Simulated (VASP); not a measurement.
# Ge (P6_3mc) in VASP: notebook

Runs on Ge. Level: PBEsol. Tasks: single point.

Everything below comes from runs of VASP 6.6.1. Logs are shortened: lines on timing, memory, paths and dates and some standing lists are left out, and cuts for length are marked.

### 1 The cell of the first run

Symmetry: P6_3mc, No. 186, hexagonal system. Conventional cell: a = 3.848 Å, b = 3.848 Å, c = 12.181 Å, α = 90.00°, β = 90.00°, γ = 120.00°. Ge (site symmetry 3m) has 3 Ge at 2.35 Å within 3.1 Å. Ge (site symmetry 3m) has 3 Ge at 2.35 Å within 3.1 Å.

### 2 Single point, PBEsol

File INCAR:

```
PREC = Accurate
ENCUT = 520
EDIFF = 1E-6
ISMEAR = -1
SIGMA = 0.1
LREAL = False
LASPH = True
NELM = 80
ALGO = Normal
ISIF = 2
LWAVE = False
LCHARG = True
GGA = PS
LELF = True
LVHAR = True
NBANDS = 36
```

File KPOINTS:

```
regular mesh
0
Gamma
  10 10 4
```

File POSCAR:

```
Ge
1.0
    3.8478847500      0.0000000000      0.0000000000
   -1.9239419000      3.3323653500      0.0000000000
    0.0000000000      0.0000000000     12.1810072022
Ge
4
Direct
    0.0000000000      0.0000000000      0.9774520000
    0.0000000000      0.0000000000      0.4774520000
    0.3333333333      0.6666666667      0.9148480000
    0.6666666667      0.3333333333      0.4148480000
```

Potentials or basis: VASP PAW PBE potentials, release 64 (Ge_d).

Command:

```console
$ cat potpaw_PBE.64/Ge_d/POTCAR > POTCAR
$ mpirun -np 1 vasp_std > vasp.out
```

OUTCAR:

```text
PREC = Accurate
   ENCUT = 520
   EDIFF = 1E-6
   ISMEAR = -1
   LREAL = False
   LASPH = True
   NELM = 80
   ISIF = 2
   GGA = PS

 ion  position               nearest neighbor table
   1  0.000  0.000  0.977-   3 2.35   3 2.35   3 2.35
   2  0.000  0.000  0.477-   4 2.35   4 2.35   4 2.35
   3  0.333  0.667  0.915-   1 2.35   1 2.35   1 2.35
   4  0.667  0.333  0.415-   2 2.35   2 2.35   2 2.35

  LATTYP: Found a hexagonal cell.
 ALAT       =     3.8478847500
 C/A-ratio  =     3.1656372250

  Lattice vectors:

 A1 = (   3.8478847500,   0.0000000000,   0.0000000000)
 A2 = (  -1.9239419000,   3.3323653500,   0.0000000000)
 A3 = (   0.0000000000,   0.0000000000,  12.1810072022)

Analysis of symmetry for initial positions (statically):
=====================================================================
 Subroutine PRICEL returns:
 Original cell was already a primitive cell.

 Routine SETGRP: Setting up the symmetry group for a
 hexagonal supercell.

 Subroutine GETGRP returns: Found 12 space group operations
 (whereof  6 operations were pure point group operations)
 out of a pool of 24 trial point group operations.

The static configuration has the point symmetry C_3v.
 The point group associated with its full space group is C_6v.

Analysis of symmetry for dynamics (positions and initial velocities):
=====================================================================
 Subroutine PRICEL returns:
 Original cell was already a primitive cell.

 Routine SETGRP: Setting up the symmetry group for a
 hexagonal supercell.

 Subroutine GETGRP returns: Found 12 space group operations
 (whereof  6 operations were pure point group operations)
 out of a pool of 24 trial point group operations.

The dynamic configuration has the point symmetry C_3v.
 The point group associated with its full space group is C_6v.

 Subroutine INISYM returns: Found 12 space group operations
 (whereof  6 operations are pure point group operations),
 and found     1 'primitive' translations

----------------------------------------------------------------------------------------

                                     Primitive cell

  volume of cell :     156.1917

  direct lattice vectors                    reciprocal lattice vectors
     3.847884750  0.000000000  0.000000000     0.259883044  0.150043535  0.000000000
[... 89 lines left out ...]
   NELM   =     80;   NELMIN=  2; NELMDL= -5     # of ELM steps
   EDIFF  = 0.1E-05   stopping-criterion for ELM
   LREAL  =      F    real-space projection
   EDIFFG = 0.1E-04   stopping-criterion for IOM
   NSW    =      0    number of steps for IOM
   IBRION =     -1    ionic relax: 0-MD 1-quasi-New 2-CG
   NFREE  =      0    steps in history (QN), initial steepest desc. (CG)
   ISIF   =      2    stress and relaxation
   ISYM   =      2    0-nonsym 1-usesym 2-fastsym
   POTIM  = 0.5000    time-step for ionic-motion
   TEBEG  =    0.0;   TEEND  =   0.0 temperature during run
   PSTRESS=    0.0 pullay stress
   NELECT =      56.0000    total number of electrons
   NUPDOWN=      -1.0000    fix difference up-down
   EMIN   =  10.00;   EMAX   =-10.00  energy-range for DOS
   EFERMI =   0.00;   METHOD = LEGACY
   ISMEAR =    -1;   SIGMA  =   0.10  broadening in eV -4-tet -1-fermi 0-gaus
   EFERMI_NEDOS =   21; number of points for ismear=-14 and -15
   IALGO  =     38    algorithm
   IMIX   =      4    mixing-type and parameters
     AMIX     =   0.40;   BMIX     =  1.00
     AMIX_MAG =   1.60;   BMIX_MAG =  1.00
  volume/ion in A,a.u.               =      39.05       263.51
  Fermi-wavevector in a.u.,A,eV,Ry     =   1.163014  2.197777 18.403257  1.352601
  Thomas-Fermi vector in A             =   2.299568
   LORBIT       =      0    0 simple, 1 ext, 2 COOP (PROOUT), +10 PAW based schemes
   GGA     = PS    functional components
   LHFCALC =     F    Hartree Fock is set to
   AEXX    =    0.0000 exact exchange contribution
   IVDW    =     0    specifies the selected vdW correction
   LEPSILON=     F    determine dielectric tensor
   LRPA    =     F    only Hartree local field effects (RPA)
 non-spin polarized calculation
  energy-cutoff  :      520.00
  volume of cell :      156.19
 maximum number of plane-waves:      4242
 NGX is ok and might be reduce to    30

 number of electron      55.9999988 magnetization

 Free energy of the ion-electron system (eV)
  ---------------------------------------------------
  ext. energy  EPLUGINS =         0.00000000
  ---------------------------------------------------
  free energy    TOTEN  =       -17.33903655 eV

  energy without entropy =      -17.32038538  energy(sigma->0) =      -17.32971096

 E-fermi :   0.7695     XC(G=0):  -7.0665

 val. band max:        0.6669925195   @ k =   0.0000   0.0000   0.0000
 cond. band min:       0.9833005882   @ k =   0.3000   0.3000   0.0000
 fundamental gap:      0.3163080686
 Fermi energy:         0.7695265949

 k-point     1 :       0.0000    0.0000    0.0000
  band No.  band energies     occupation
      1     -23.6882      2.00000
      2     -23.6881      2.00000
      3     -23.6881      2.00000
      4     -23.6881      2.00000
      5     -23.6030      2.00000
      6     -23.6030      2.00000
[... 925 lines left out ...]
     35       6.8029      0.00000
     36       7.4086      0.00000

 [... further k-points ...]

------------------------ aborting loop because EDIFF is reached ----------------------------------------

  FORCE on cell =-STRESS in cart. coord.  units (eV):
  Direction    XX          YY          ZZ          XY          YZ          ZX
  --------------------------------------------------------------------------------------
  -------------------------------------------------------------------------------------
  Total        4.1086169      4.1086155     -0.3405729      0.0000006     -0.0000000      0.0000000
  in kB       42.1452242     42.1452092     -3.4935164      0.0000060     -0.0000000      0.0000000
  external PRESSURE =      26.9323057 kB  Pullay stress =       0.0000000 kB

 VOLUME and BASIS-vectors are now :
 -----------------------------------------------------------------------------
  energy-cutoff  :      520.00
  volume of cell :      156.19
      direct lattice vectors                 reciprocal lattice vectors
     3.847884750  0.000000000  0.000000000     0.259883044  0.150043535  0.000000000
    -1.923941900  3.332365350  0.000000000     0.000000000  0.300087144  0.000000000
     0.000000000  0.000000000 12.181007202     0.000000000  0.000000000  0.082095018

 POSITION                                       TOTAL-FORCE (eV/Angst)
 -----------------------------------------------------------------------------------
      0.00000      0.00000     11.90635        -0.000000      0.000000     -0.117401
      0.00000      0.00000      5.81585         0.000000      0.000000     -0.117401
      0.00000      2.22158     11.14377        -0.000000     -0.000000      0.117401
      1.92394      1.11079      5.05327        -0.000000      0.000000      0.117401
 -----------------------------------------------------------------------------------
    total drift:                               -0.000001     -0.000001     -0.005798

  FREE ENERGIE OF THE ION-ELECTRON SYSTEM (eV)
  ---------------------------------------------------
  free  energy   TOTEN  =       -17.3390365505 eV

  energy  without entropy=      -17.3203853773  energy(sigma->0) =      -17.32971096
```

OSZICAR:

```text
N       E                     dE             d eps       ncg     rms          rms(c)
DAV:   1     0.521659887216E+03    0.52166E+03   -0.28333E+04  3512   0.351E+03
DAV:   2     0.740336645195E+02   -0.44763E+03   -0.43642E+03  3032   0.813E+02
DAV:   3    -0.124608515640E+02   -0.86495E+02   -0.85470E+02  3440   0.207E+02
DAV:   4    -0.177772073410E+02   -0.53164E+01   -0.53055E+01  3512   0.600E+01
DAV:   5    -0.179397755071E+02   -0.16257E+00   -0.16254E+00  3516   0.116E+01    0.481E+00
DAV:   6    -0.175290638490E+02    0.41071E+00   -0.26107E-01  3416   0.482E+00    0.272E+00
DAV:   7    -0.173176333235E+02    0.21143E+00   -0.55976E-01  4432   0.489E+00    0.355E-01
DAV:   8    -0.173341981371E+02   -0.16565E-01   -0.97861E-02  3288   0.349E+00    0.231E-01
DAV:   9    -0.173368192313E+02   -0.26211E-02   -0.51794E-03  3368   0.150E+00    0.106E-01
DAV:  10    -0.173383687365E+02   -0.15495E-02   -0.17324E-03  3272   0.158E+00    0.424E-02
DAV:  11    -0.173388099875E+02   -0.44125E-03   -0.68680E-04  4160   0.789E-01    0.217E-02
DAV:  12    -0.173390168910E+02   -0.20690E-03   -0.49521E-04  3712   0.148E-01    0.891E-03
DAV:  13    -0.173390342074E+02   -0.17316E-04   -0.27247E-05  3480   0.630E-02    0.288E-03
DAV:  14    -0.173390360822E+02   -0.18748E-05   -0.34368E-06  2704   0.285E-02    0.125E-03
DAV:  15    -0.173390365505E+02   -0.46835E-06   -0.98014E-07  2440   0.407E-02
   1 F= -.17339037E+02 E0= -.17329711E+02  d E =-.186512E-01
```

stdout:

```text
POSCAR found type information on POSCAR Ge
 POSCAR found :  1 types and       4 ions
 scaLAPACK will be used
 -----------------------------------------------------------------------------
|                                                                             |
|                                                                             |
|     You enforced a specific xc type in the INCAR file but a different       |
|     I HOPE YOU KNOW WHAT YOU ARE DOING!                                     |
|                                                                             |
 -----------------------------------------------------------------------------

 LDA part: xc-table for (Slater+PW92), standard interpolation
 POSCAR, INCAR and KPOINTS ok, starting setup
 FFT: planning ... GRIDC
 FFT: planning ... GRID_SOFT
 FFT: planning ... GRID
 WAVECAR not read
 entering main loop
```

Wall time 6.8 min (1 thread of AMD EPYC 7R13, shared host); peak memory 0.33 GiB.

What came out:

| Property | Result |
| --- | --- |
| Free energy | -17.3390 eV |
| Pressure | 2.7 GPa |
| Largest force | 0.117 eV/Å |
| Band gap on the k mesh | 0.32 eV (least direct gap 0.74 eV) |

Forces on the atoms (eV/Å):
```
Ge   0.000  0.000 -0.117
Ge   0.000  0.000 -0.117
Ge   0.000  0.000  0.117
Ge   0.000  0.000  0.117
```

Stress tensor (GPa, compression positive):
```
 4.21  0.00  0.00
 0.00  4.21  0.00
 0.00  0.00 -0.35
```

Caveat: semilocal functionals underestimate gaps, and a narrow one can read as zero; the PAW data sets were made with another functional, which shifts forces and pressure a little. A k mesh can miss the band edges.

### 3 Single point, PBEsol

This run uses another cell than the first one, of the same volume but with other edges.

File INCAR:

```
SYSTEM = Ge
PREC = Accurate
ENCUT = 520
EDIFF = 1E-6
ISMEAR = -1
SIGMA = 0.1
LREAL = .FALSE.
LASPH = .TRUE.
NELM = 80
ALGO = Normal
ISIF = 2
LWAVE = .FALSE.
LCHARG = .FALSE.
GGA = PS
NBANDS = 36
```

File KPOINTS:

```
Automatic mesh
0
G
  10 10 4
  0 0 0
```

File POSCAR:

```
Ge
1.0
    3.9153915000      0.0000000000      0.0000000000
   -1.9576952667      3.3908279000      0.0000000000
    0.0000000000      0.0000000000     11.7645934602
Ge
4
Direct
    0.0000000000      0.0000000000      0.9774520000
    0.0000000000      0.0000000000      0.4774520000
    0.3333333333      0.6666666667      0.9148480000
    0.6666666667      0.3333333333      0.4148480000
```

Potentials or basis: VASP PAW PBE potentials, release 64 (Ge_d).

Command:

```console
$ cat potpaw_PBE.64/Ge_d/POTCAR > POTCAR
$ mpirun -np 1 vasp_std > vasp.out
```

Wall time 6.1 min (1 thread of AMD EPYC 7R13, shared host); peak memory 0.32 GiB.

It converged, with:

| Item | Value |
| --- | --- |
| Free energy | -17.4570 eV |
| Pressure | 1.1 GPa |
| Largest force | 0.178 eV/Å |
| Band gap on the k mesh | 0.48 eV (least direct gap 0.67 eV) |

Forces in eV/Å, atoms in the order of the input:
```
Ge   0.000  0.000 -0.178
Ge   0.000  0.000 -0.178
Ge   0.000  0.000  0.178
Ge   0.000  0.000  0.178
```

Stress tensor (GPa, compression positive):
```
 1.91  0.00  0.00
 0.00  1.91  0.00
 0.00  0.00 -0.49
```

Levels at points of the mesh, in eV from the valence-band top:
| k point | band 24 | band 25 | band 26 | band 27 | band 28 | band 29 | band 30 | band 31 | band 32 | band 33 |
| --- | --- | --- | --- | --- | --- | --- | --- | --- | --- | --- |
| (0.00, 0.00, 0.00) | -3.36 | 0.00 | 0.00 | 0.00 | 0.00 | 1.40 | 1.51 | 1.71 | 3.55 | 4.35 |
| (0.50, 0.00, 0.00) | -7.27 | -1.72 | -1.70 | -1.14 | -1.03 | 0.72 | 0.88 | 2.05 | 2.09 | 5.21 |
| (0.00, 0.00, 0.50) | -3.52 | 0.00 | 0.00 | 0.00 | 0.00 | 1.42 | 1.42 | 2.50 | 2.50 | 4.36 |
| (0.50, 0.00, 0.50) | -7.27 | -1.71 | -1.71 | -1.08 | -1.08 | 0.78 | 0.78 | 2.08 | 2.08 | 5.67 |

Caveat: semilocal functionals underestimate gaps, and a narrow one can read as zero; the PAW data sets were made with another functional, which shifts forces and pressure a little.
